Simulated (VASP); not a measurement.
Set up this calculation in VASP 6.6.1, as the native input.

```
Task                   : single point
Functional             : PBE
Potentials or basis    : VASP PAW PBE potentials, release 64 (K_sv, Cl)
Cutoff                 : 520 eV
k mesh                 : 6 × 6 × 6
Occupations            : gaussian, width 0.05 eV
Spin                   : no spin polarisation
Dipole correction      : no
Further INCAR settings : ALGO = Normal; EDIFF = 1e-06; NBANDS = 15
```

The structure of KCl lies in POSCAR:

```
KCl
1.0
    3.9543718800      0.0000000000      0.0000000000
    0.0000000000      3.9543718800      0.0000000000
    0.0000000000      0.0000000000      3.9543718800
K Cl
1 1
Direct
    0.0000000000      0.0000000000      0.0000000000
    0.5000000000      0.5000000000      0.5000000000
```

This cell differs from its parent crystal: strain +0.030 along x and y, +0.030 along z.

One way to write it, as run:

INCAR

```
ALGO = Normal ; EDIFF = 1E-6
ENCUT = 520 ; GGA = PE
ISIF = 2 ; ISMEAR = 0
LASPH = True ; LCHARG = False
LREAL = False ; LWAVE = False
NBANDS = 15 ; NELM = 80
PREC = Accurate ; SIGMA = 0.05
```

KPOINTS

```
k-points
0
Gamma
  6 6 6
```

Potentials or basis: VASP PAW PBE potentials, release 64 (K_sv, Cl).

Command:

```bash
$ cat potpaw_PBE.64/K_sv/POTCAR potpaw_PBE.64/Cl/POTCAR > POTCAR
$ mpirun -np 1 vasp_std > vasp.out
```

It gave:

* Pressure: -1.4 GPa
* Band gap on the k mesh: 4.45 eV, indirect (least direct gap 4.64 eV)

Caveat: the cell differs from its parent crystal (strain +0.030 along x and y, +0.030 along z).

Run time: 8.8 s on 1 thread of AMD EPYC 9R45 96-Core Processor (Zen 5), with other jobs on the host, peak memory 0.14 GiB.
